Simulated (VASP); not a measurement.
A run of VASP 6.6.1:

POSCAR

```
MgO
1.0
    0.0000000000      2.1433978412      2.1433978412
    2.1433978412      0.0000000000      2.1433978412
    2.1433978412      2.1433978412      0.0000000000
Mg O
1 1
Direct
    0.0000000000      0.0000000000      0.0000000000
    0.5000000000      0.5000000000      0.5000000000
```

The input INCAR.step1:

```
PREC = Accurate ; ENCUT = 920
ISMEAR = 0 ; SIGMA = 0.02
LREAL = F ; LASPH = T
NELM = 120 ; NBANDS = 15
GGA = PE ; ALGO = Normal
EDIFF = 1E-5 ; LWAVE = T
LCHARG = F ; GGA_COMPAT = F
```

INCAR.step2

```
PREC = Accurate ; ENCUT = 920
EDIFF = 1E-6 ; ISMEAR = 0
SIGMA = 0.02 ; LREAL = F
LASPH = T ; NELM = 120
ALGO = Normal ; ISIF = 2
LWAVE = F ; LCHARG = F
METAGGA = R2SCAN ; LMIXTAU = T
NBANDS = 15 ; ISTART = 1
GGA_COMPAT = F
```

The input KPOINTS:

```
regular mesh
0
Gamma
  10 10 10
```

Potentials or basis: VASP PAW PBE potentials, release 64 (Mg_sv, O).

Command:

```bash
$ cat potpaw_PBE.64/Mg_sv/POTCAR potpaw_PBE.64/O/POTCAR > POTCAR
$ cp INCAR.step1 INCAR
$ mpirun -np 1 vasp_std > vasp.out
$ cp INCAR.step2 INCAR
$ mpirun -np 1 vasp_std > vasp.out
```

Hardware: 1 thread of Intel(R) Xeon(R) Platinum 8259CL CPU @ 2.50GHz (Skylake/Cascade Lake), with other jobs on the host.

Q: How long does it take, and how much memory?

A: Wall time 2.7 min on 1 thread of Intel(R) Xeon(R) Platinum 8259CL CPU @ 2.50GHz (Skylake/Cascade Lake), with other jobs on the host, peak memory 0.18 GiB. Counts: k points 47.
